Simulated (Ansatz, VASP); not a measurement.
**LiH: VASP beside Ansatz**

```
Li H
1.0
     0.00000    2.03250    2.03250
     2.03250    0.00000    2.03250
     2.03250    2.03250    0.00000
Li H
1 1
Direct
  0.00000 0.00000 0.00000
  0.50000 0.50000 0.50000
```

Alike in both runs: task electric field gradients; functional LDA; k mesh 11 × 11 × 11; occupations fermi-dirac, width 0.03 eV; no spin polarisation.

```csv
,VASP,Ansatz
version,VASP 6.6.1,Ansatz 0.2.0
potentials or method,"VASP PAW LDA potentials, release 64 (Li_sv, H)","PAW with Ansatz's default frozen-core files, scalar-relativistic"
plane-wave cutoff (eV),520,420
valence electrons in the cell,4,4
```

```csv
,VASP,Ansatz,Ansatz less VASP
gap on the k mesh at the Fermi level (eV),2.84,2.84,+0.007
```

LDA's correlation is that of Perdew and Zunger in VASP and of Perdew and Wang (1992) in Ansatz.

Noted on VASP's run: the cutoff is short for stress, so the pressure is rough.
